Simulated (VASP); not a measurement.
Write the native input for VASP 6.6.1 that does the following.

```yaml
Task: single point
Functional: PBE
Potentials_or_basis: VASP PAW PBE potentials, release 64 (Y_sv, Al, N)
Cutoff: 520 eV
k_mesh: 6 × 6 × 6
Occupations: gaussian, width 0.02 eV
Spin: no spin polarisation
Dipole_correction: no
k_mesh_for_the_DOS: 9 × 9 × 9
Occupations_for_the_DOS: tetrahedron
Further_INCAR_settings: ALGO = Normal; EDIFF = 1e-06
```

YAl3N4:

```
Y Al N
1.0
     4.63189    0.00000    0.00000
     0.00000    4.63189    0.00000
     0.00000    0.00000    4.63189
Y Al N
1 3 4
Direct
  0.50000 0.50000 0.50000
  0.50000 0.00000 0.00000
  0.00000 0.00000 0.50000
  0.00000 0.50000 0.00000
  0.77218 0.22782 0.77218
  0.77218 0.77218 0.22782
  0.22782 0.22782 0.22782
  0.22782 0.77218 0.77218
```

One way to write it, as run:

POSCAR

```
YAl3N4
1.0
    4.6318920449      0.0000000000      0.0000000000
    0.0000000000      4.6318920449      0.0000000000
    0.0000000000      0.0000000000      4.6318920449
Y Al N
1 3 4
Direct
    0.5000000000      0.5000000000      0.5000000000
    0.5000000000      0.0000000000      0.0000000000
    0.0000000000      0.0000000000      0.5000000000
    0.0000000000      0.5000000000      0.0000000000
    0.7721785442      0.2278214558      0.7721785442
    0.7721785442      0.7721785442      0.2278214558
    0.2278214558      0.2278214558      0.2278214558
    0.2278214558      0.7721785442      0.7721785442
```

INCAR.step1

```
ALGO     = Normal         # electronic algorithm
EDIFF    = 1E-6           # SCF threshold, eV
ENCUT    = 520            # plane-wave cutoff, eV
GGA      = PE             # functional
ISIF     = 2              # what is computed and relaxed
ISMEAR   = 0              # smearing method
LASPH    = True           # aspherical terms in the spheres
LCHARG   = True           # write CHGCAR
LMAXMIX  = 4              # l up to which the mixer works
LREAL    = False          # projectors in reciprocal space
LWAVE    = False          # write WAVECAR
NBANDS   = 30             # bands
NELM     = 80             # most SCF steps
PREC     = Accurate       # precision mode
SIGMA    = 0.02           # smearing width, eV
```

KPOINTS.step1

```
k-points
0
Gamma
  6 6 6
```

INCAR.step2

```
ALGO     = Normal         # electronic algorithm
EDIFF    = 1E-6           # SCF threshold, eV
ENCUT    = 520            # plane-wave cutoff, eV
GGA      = PE             # functional
ICHARG   = 11             # starting density
ISIF     = 2              # what is computed and relaxed
ISMEAR   = -5             # smearing method
LASPH    = True           # aspherical terms in the spheres
LCHARG   = False          # write CHGCAR
LMAXMIX  = 4              # l up to which the mixer works
LORBIT   = 11             # projections on sites
LREAL    = False          # projectors in reciprocal space
LWAVE    = False          # write WAVECAR
NEDOS    = 1001           # points of the DOS
NELM     = 80             # most SCF steps
PREC     = Accurate       # precision mode
SIGMA    = 0.02           # smearing width, eV
```

KPOINTS.step2

```
k-points
0
Gamma
  9 9 9
```

Potentials or basis: VASP PAW PBE potentials, release 64 (Y_sv, Al, N).

Run with:

```console
$ cat potpaw_PBE.64/Y_sv/POTCAR potpaw_PBE.64/Al/POTCAR potpaw_PBE.64/N/POTCAR > POTCAR
$ cp INCAR.step1 INCAR
$ cp KPOINTS.step1 KPOINTS
$ mpirun -np 1 vasp_std > vasp.out
$ cp INCAR.step2 INCAR
$ cp KPOINTS.step2 KPOINTS
$ mpirun -np 1 vasp_std > vasp.out
```

It gave:

| Item | Value |
| --- | --- |
| Valence electrons inside the program's atomic spheres | Y 10.42; Al 0.75; N 3.78 |

Run time: 2.3 min on 1 thread of Intel Xeon 8259CL (shared host), peak memory 0.26 GiB.
